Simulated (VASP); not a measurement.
# MnCu2 (P-3m1) in VASP: notebook

MnCu2 is run at these levels: PBE; tasks: single point.

Everything below comes from runs of VASP 6.6.1. Logs are shortened: lines on timing, memory, paths and dates and some standing lists are left out, and cuts for length are marked.

**1. The cell of the first run**

Symmetry: P-3m1, No. 164, trigonal system. The conventional cell has a = 2.655 Å, b = 2.655 Å, c = 12.604 Å, α = 90.00°, β = 90.00°, γ = 120.00°. Within 3.4 Å of Mn (site symmetry 3m) lie 9 Mn at 2.60 to 2.65 Å and 3 Cu at 2.60 Å. Within 3.4 Å of Cu (site symmetry 3m) lie 9 Cu at 2.60 to 2.65 Å and 3 Mn at 2.60 Å. Cu (site symmetry 3m) has 12 Cu at 2.60 to 2.65 Å within 3.4 Å.

**2. Single point, PBE, collinear spin, ferromagnetic start**

File INCAR:

```
PREC = Accurate
ENCUT = 520
EDIFF = 1E-6
ISMEAR = 0
SIGMA = 0.1
LREAL = F
LASPH = T
NELM = 150
ALGO = Normal
ISIF = 2
LWAVE = F
LCHARG = T
ISPIN = 2
MAGMOM = 4 4 0 0 0 0
LORBIT = 11
LMAXMIX = 4
GGA = PE
LELF = T
LVHAR = T
NBANDS = 48
```

File KPOINTS:

```
Automatic mesh
0
Gamma
  6 6 2
```

File POSCAR:

```
MnCu2
1.0
    2.6548485800      0.0000000000      0.0000000000
   -1.3274242900      2.2991663200      0.0000000000
    0.0000000000      0.0000000000     12.6038094100
Mn Cu
2 4
Direct
    0.3333333300      0.6666666700      0.4166666700
    0.6666666700      0.3333333300      0.5833333300
    0.3333333300      0.6666666700      0.7500000000
    0.3333333300      0.6666666700      0.0833333300
    0.6666666700      0.3333333300      0.9166666700
    0.6666666700      0.3333333300      0.2500000000
```

Potentials or basis: VASP PAW PBE potentials, release 64 (Mn_pv, Cu).

Command:

```
> cat potpaw_PBE.64/Mn_pv/POTCAR potpaw_PBE.64/Cu/POTCAR > POTCAR
> mpirun -np 1 vasp_std > vasp.out
```

OUTCAR:

```text
PREC = Accurate
   ENCUT = 520
   EDIFF = 1E-6
   ISMEAR = 0
   LREAL = F
   LASPH = T
   NELM = 150
   ISIF = 2
   ISPIN = 2
   LORBIT = 11
   GGA = PE

 ion  position               nearest neighbor table
   1  0.333  0.667  0.417-   2 2.60   2 2.60   2 2.60   6 2.60   6 2.60   6 2.60
   2  0.667  0.333  0.583-   1 2.60   1 2.60   1 2.60   3 2.60   3 2.60   3 2.60
   3  0.333  0.667  0.750-   2 2.60   5 2.60   2 2.60   5 2.60   2 2.60   5 2.60
   4  0.333  0.667  0.083-   5 2.60   5 2.60   5 2.60   6 2.60   6 2.60   6 2.60
   5  0.667  0.333  0.917-   4 2.60   4 2.60   4 2.60   3 2.60   3 2.60   3 2.60
   6  0.667  0.333  0.250-   1 2.60   4 2.60   1 2.60   4 2.60   1 2.60   4 2.60

  LATTYP: Found a hexagonal cell.
 ALAT       =     2.6548485800
 C/A-ratio  =     4.7474682756

  Lattice vectors:

 A1 = (   2.6548485800,   0.0000000000,   0.0000000000)
 A2 = (  -1.3274242900,   2.2991663200,   0.0000000000)
 A3 = (   0.0000000000,   0.0000000000,  12.6038094100)

Analysis of symmetry for initial positions (statically):
=====================================================================
 Subroutine PRICEL returns:
 Original cell was already a primitive cell.

 Routine SETGRP: Setting up the symmetry group for a
 hexagonal supercell.

 Subroutine GETGRP returns: Found 12 space group operations
 (whereof 12 operations were pure point group operations)
 out of a pool of 24 trial point group operations.

The static configuration has the point symmetry D_3d.

Analysis of symmetry for dynamics (positions and initial velocities):
=====================================================================
 Subroutine PRICEL returns:
 Original cell was already a primitive cell.

 Routine SETGRP: Setting up the symmetry group for a
 hexagonal supercell.

 Subroutine GETGRP returns: Found 12 space group operations
 (whereof 12 operations were pure point group operations)
 out of a pool of 24 trial point group operations.

The dynamic configuration has the point symmetry D_3d.

Analysis of structural, dynamic, and magnetic symmetry:
=====================================================================
 Subroutine PRICEL returns:
 Original cell was already a primitive cell.

 Routine SETGRP: Setting up the symmetry group for a
 hexagonal supercell.

 Subroutine GETGRP returns: Found 12 space group operations
 (whereof 12 operations were pure point group operations)
 out of a pool of 24 trial point group operations.

The overall configuration has the point symmetry D_3d.

 Subroutine INISYM returns: Found 12 space group operations
 (whereof 12 operations are pure point group operations),
 and found     1 'primitive' translations

----------------------------------------------------------------------------------------

                                     Primitive cell

  volume of cell :      76.9329

  direct lattice vectors                    reciprocal lattice vectors
     2.654848580  0.000000000  0.000000000     0.376669316  0.217470131  0.000000000
    -1.327424290  2.299166320  0.000000000     0.000000000  0.434940261  0.000000000
     0.000000000  0.000000000 12.603809410     0.000000000  0.000000000  0.079341092

  length of vectors
     2.654848580  2.654848586 12.603809410     0.434940262  0.434940261  0.079341092

  position of ions in fractional coordinates (direct lattice)
     0.333333330  0.666666670  0.416666670
     0.666666670  0.333333330  0.583333330
     0.333333330  0.666666670  0.750000000
     0.333333330  0.666666670  0.083333330
     0.666666670  0.333333330  0.916666670
     0.666666670  0.333333330  0.250000000

  ion indices of the primitive-cell ions
   primitive index   ion index
                 1           1
                 2           2
                 3           3
                 4           4
                 5           5
                 6           6

----------------------------------------------------------------------------------------

[... 35 lines left out ...]
  0.333333  0.000000  0.500000      6.000000
  0.500000  0.000000  0.500000      3.000000
  0.166667  0.166667  0.500000      6.000000
  0.333333  0.166667  0.500000     12.000000
  0.333333  0.333333  0.500000      2.000000
   k-points           NKPTS =     14   k-points in BZ     NKDIM =     14   number of bands    NBANDS=     48
   number of dos      NEDOS =    301   number of ions     NIONS =      6
   total plane-waves  NPLWV =  38400
   dimension x,y,z NGX =    20 NGY =   20 NGZ =   96
   dimension x,y,z NGXF=    40 NGYF=   40 NGZF=  192
   ions per type =               2   4
   NGX,Y,Z   is equivalent  to a cutoff of  12.52, 12.52, 12.66 a.u.
   NGXF,Y,Z  is equivalent  to a cutoff of  25.05, 25.05, 25.33 a.u.
 SYSTEM =  unknown system
   PREC   = accura    normal or accurate (medium, high low for compatibility)
   ISTART =      0    job   : 0-new  1-cont  2-samecut
   ICHARG =      2    charge: 1-file 2-atom 10-const
   ISPIN  =      2    spin polarized calculation?
   LNONCOLLINEAR =      F non collinear calculations
   LSORBIT =      F    spin-orbit coupling
   LASPH  =      T    aspherical Exc in radial PAW
   ENCUT  =  520.0 eV  38.22 Ry    6.18 a.u.   4.94  4.94 23.43*2*pi/ulx,y,z
   NELM   =    150;   NELMIN=  2; NELMDL= -5     # of ELM steps
   EDIFF  = 0.1E-05   stopping-criterion for ELM
   LREAL  =      F    real-space projection
   EDIFFG = 0.1E-04   stopping-criterion for IOM
   NSW    =      0    number of steps for IOM
   IBRION =     -1    ionic relax: 0-MD 1-quasi-New 2-CG
   NFREE  =      0    steps in history (QN), initial steepest desc. (CG)
   ISIF   =      2    stress and relaxation
   ISYM   =      2    0-nonsym 1-usesym 2-fastsym
   POTIM  = 0.5000    time-step for ionic-motion
   TEBEG  =    0.0;   TEEND  =   0.0 temperature during run
   PSTRESS=    0.0 pullay stress
   NELECT =      70.0000    total number of electrons
   NUPDOWN=      -1.0000    fix difference up-down
   EMIN   =  10.00;   EMAX   =-10.00  energy-range for DOS
   EFERMI =   0.00;   METHOD = LEGACY
   ISMEAR =     0;   SIGMA  =   0.10  broadening in eV -4-tet -1-fermi 0-gaus
   EFERMI_NEDOS =   21; number of points for ismear=-14 and -15
   IALGO  =     38    algorithm
   IMIX   =      4    mixing-type and parameters
     AMIX     =   0.40;   BMIX     =  1.00
     AMIX_MAG =   1.60;   BMIX_MAG =  1.00
  volume/ion in A,a.u.               =      12.82        86.53
  Fermi-wavevector in a.u.,A,eV,Ry     =   1.586366  2.997798 34.239858  2.516559
  Thomas-Fermi vector in A             =   2.685689
   LORBIT       =     11    0 simple, 1 ext, 2 COOP (PROOUT), +10 PAW based schemes
   GGA     = PE    functional components
   LHFCALC =     F    Hartree Fock is set to
   AEXX    =    0.0000 exact exchange contribution
   IVDW    =     0    specifies the selected vdW correction
   LEPSILON=     F    determine dielectric tensor
   LRPA    =     F    only Hartree local field effects (RPA)
 spin polarized calculation
 Gauss-broadening in eV      SIGMA  =   0.10
  energy-cutoff  :      520.00
  volume of cell :       76.93
 maximum number of plane-waves:      2097
 NGX is ok and might be reduce to    20
   NGX =  9   NGY =  9   NGZ = 47

 number of electron      70.0000023 magnetization       6.4228383

 Free energy of the ion-electron system (eV)
  ---------------------------------------------------
  ext. energy  EPLUGINS =         0.00000000
  ---------------------------------------------------
  free energy    TOTEN  =       -31.71973612 eV

  energy without entropy =      -31.69888953  energy(sigma->0) =      -31.70931283

 E-fermi :   7.2925     XC(G=0): -12.4640

 val. band max:        7.2626885089   @ k =   0.5000   0.0000   0.5000
 cond. band min:       7.2943044108   @ k =   0.3333   0.1667   0.5000
 fundamental gap:      0.0316159019
 Fermi energy:         7.2924524306

 spin component 1

 k-point     1 :       0.0000    0.0000    0.0000
  band No.  band energies     occupation
      1     -41.9754      1.00000
      2     -41.7534      1.00000
      3     -41.6971      1.00000
      4     -41.6971      1.00000
      5     -41.6634      1.00000
      6     -41.6634      1.00000
[... 689 lines left out ...]
     46      13.2416      0.00000
     47      14.2147      0.00000
 Fermi energy:         7.2924524306

 spin component 2

 k-point     1 :       0.0000    0.0000    0.0000
  band No.  band energies     occupation
      1     -38.6654      1.00000
      2     -38.4695      1.00000
      3     -38.4695      1.00000
      4     -38.4326      1.00000
      5     -38.4326      1.00000
      6     -38.4145      1.00000
[... 689 lines left out ...]
     46      14.2765      0.00000
     47      14.7523      0.00000
 [bands above 47 left out]

------------------------ aborting loop because EDIFF is reached ----------------------------------------

  FORCE on cell =-STRESS in cart. coord.  units (eV):
  Direction    XX          YY          ZZ          XY          YZ          ZX
  --------------------------------------------------------------------------------------
  -------------------------------------------------------------------------------------
  Total       -1.3034471     -1.3034471      0.0089533      0.0000000      0.0000000      0.0000000
  in kB      -27.1451364    -27.1451366      0.1864577      0.0000000      0.0000000      0.0000000
  external PRESSURE =     -18.0346051 kB  Pullay stress =       0.0000000 kB

 VOLUME and BASIS-vectors are now :
 -----------------------------------------------------------------------------
  energy-cutoff  :      520.00
  volume of cell :       76.93
      direct lattice vectors                 reciprocal lattice vectors
     2.654848580  0.000000000  0.000000000     0.376669316  0.217470131  0.000000000
    -1.327424290  2.299166320  0.000000000     0.000000000  0.434940261  0.000000000
     0.000000000  0.000000000 12.603809410     0.000000000  0.000000000  0.079341092

 POSITION                                       TOTAL-FORCE (eV/Angst)
 -----------------------------------------------------------------------------------
     -0.00000      1.53278      5.25159         0.000000     -0.000000     -0.176915
      1.32742      0.76639      7.35222        -0.000000      0.000000      0.176915
     -0.00000      1.53278      9.45286        -0.000000      0.000000      0.233113
     -0.00000      1.53278      1.05032        -0.000000      0.000000     -0.082803
      1.32742      0.76639     11.55349         0.000000     -0.000000      0.082803
      1.32742      0.76639      3.15095        -0.000000     -0.000000     -0.233113
 -----------------------------------------------------------------------------------
    total drift:                                0.000000     -0.000000      0.000000

  FREE ENERGIE OF THE ION-ELECTRON SYSTEM (eV)
  ---------------------------------------------------
  free  energy   TOTEN  =       -31.7197361228 eV

  energy  without entropy=      -31.6988895315  energy(sigma->0) =      -31.70931283

 total charge

# of ion       s       p       d       tot
------------------------------------------
    1        0.360   6.275   5.041  11.675
    2        0.360   6.275   5.041  11.675
    3        0.443   0.358   9.155   9.956
    4        0.428   0.324   9.173   9.925
    5        0.428   0.324   9.173   9.925
    6        0.443   0.358   9.155   9.956
--------------------------------------------------
tot          2.462  13.914  46.736  63.113

 magnetization (x)

# of ion       s       p       d       tot
------------------------------------------
    1       -0.000   0.016   3.033   3.049
    2       -0.000   0.016   3.033   3.049
    3       -0.015  -0.011   0.080   0.054
    4       -0.000   0.006   0.009   0.015
    5       -0.000   0.006   0.009   0.015
    6       -0.015  -0.011   0.080   0.054
--------------------------------------------------
tot         -0.031   0.024   6.244   6.238
```

It took 93 s on 1 thread of Intel Xeon Platinum 8559C (Emerald Rapids), shared host; peak memory 0.26 GiB.

Results:

| Property | Result |
| --- | --- |
| Free energy | -31.7197 eV |
| Pressure | -1.8 GPa |
| Largest force | 0.233 eV/Å |
| Net moment | 6.42 μB per cell |
| Site moments | Mn +3.05; Cu +0.05, +0.01 μB |
| Valence electrons inside the program's atomic spheres | Mn 11.68; Cu 9.96, 9.93 |

Forces in eV/Å, atoms in the order of the input:
```
Mn   0.000  0.000 -0.177
Mn   0.000  0.000  0.177
Cu   0.000  0.000  0.233
Cu   0.000  0.000 -0.083
Cu   0.000  0.000  0.083
Cu   0.000  0.000 -0.233
```

Stress tensor (GPa, compression positive):
```
-2.71  0.00  0.00
 0.00 -2.71  0.00
 0.00  0.00  0.02
```

Levels at points of the mesh, in eV from the Fermi level:
Spin up:
| k point | band 37 | band 38 | band 39 | band 40 | band 41 | band 42 |
| --- | --- | --- | --- | --- | --- | --- |
| (0.00, 0.00, 0.00) | -1.62 | -0.86 | -0.86 | -0.35 | -0.32 | -0.32 |
| (0.50, 0.00, 0.00) | 0.15 | 0.15 | 0.69 | 1.20 | 1.47 | 2.50 |
| (0.00, 0.00, 0.50) | -1.33 | -1.25 | -0.86 | -0.86 | -0.32 | -0.32 |
| (0.50, 0.00, 0.50) | 0.15 | 0.67 | 0.73 | 0.88 | 1.47 | 2.46 |
Spin down:
```
           k point  band 30  band 31  band 32  band 33  band 34  band 35
(0.00, 0.00, 0.00)    -1.64    -1.64    -1.04    -0.17     0.50     0.79
(0.50, 0.00, 0.00)    -0.32    -0.30     0.27     0.56     0.93     1.23
(0.00, 0.00, 0.50)    -1.64    -1.64    -1.27    -0.35     0.50     0.79
(0.50, 0.00, 0.50)    -0.50    -0.25     0.03     0.87     1.08     1.10
```

Caveat: the k points lie up to 0.46 Å⁻¹ apart.

**3. Single point, PBE**

This run uses another cell than the first one, of 11.55 Å³/atom, 0.900 times its volume.

File INCAR:

```
ALGO = Fast ; EDIFF = 1E-6
ENCUT = 520 ; GGA = PE
ISIF = 2 ; ISMEAR = 0
LASPH = T ; LCHARG = F
LREAL = F ; LWAVE = F
NBANDS = 44 ; NELM = 80
PREC = Accurate ; SIGMA = 0.1
```

File KPOINTS:

```
k-points
0
Gamma
  18 18 4
```

File POSCAR:

```
MnCu2
1.0
    2.5295440190      0.0000000000      0.0000000000
   -1.2647720095      2.1906493804      0.0000000000
    0.0000000000      0.0000000000     12.5018056283
Mn Cu
2 4
Direct
    0.3333333333      0.6666666667      0.4269215480
    0.6666666667      0.3333333333      0.5730784520
    0.3333333333      0.6666666667      0.7449086809
    0.3333333333      0.6666666667      0.0849176024
    0.6666666667      0.3333333333      0.9150823976
    0.6666666667      0.3333333333      0.2550913191
```

Potentials or basis: VASP PAW PBE potentials, release 64 (Mn_pv, Cu).

Command:

```
> cat potpaw_PBE.64/Mn_pv/POTCAR potpaw_PBE.64/Cu/POTCAR > POTCAR
> mpirun -np 1 vasp_std > vasp.out
```

Run time: 6.4 min. Hardware: 1 thread of Intel Xeon Platinum 8559C (Emerald Rapids), shared host; peak memory 0.43 GiB.

Results (log left out):

```
Free energy            : -32.4432 eV
Pressure               : 0.3 GPa
Largest force          : 0.003 eV/Å
Band gap on the k mesh : zero (band 35 reaches 9.54 eV, above the bottom of band 36 at 7.49 eV)
```

Forces on the atoms (eV/Å):
```
Mn   0.000  0.000  0.002
Mn   0.000  0.000 -0.002
Cu   0.000  0.000 -0.003
Cu   0.000  0.000  0.000
Cu   0.000  0.000  0.000
Cu   0.000  0.000  0.003
```

Levels at points of the mesh, in eV from the Fermi level:
| k point | band 32 | band 33 | band 34 | band 35 | band 36 | band 37 | band 38 | band 39 |
| --- | --- | --- | --- | --- | --- | --- | --- | --- |
| (0.00, 0.00, 0.00) | -1.76 | -1.12 | -0.96 | -0.96 | -0.86 | -0.86 | 0.13 | 0.63 |
| (0.50, 0.00, 0.00) | -0.49 | -0.10 | 0.18 | 0.48 | 1.36 | 1.57 | 1.66 | 1.69 |
| (0.00, 0.00, 0.50) | -1.76 | -1.57 | -0.96 | -0.96 | -0.85 | -0.85 | -0.10 | 0.63 |
| (0.50, 0.00, 0.50) | -0.70 | -0.26 | 0.27 | 1.09 | 1.13 | 1.36 | 1.69 | 1.71 |
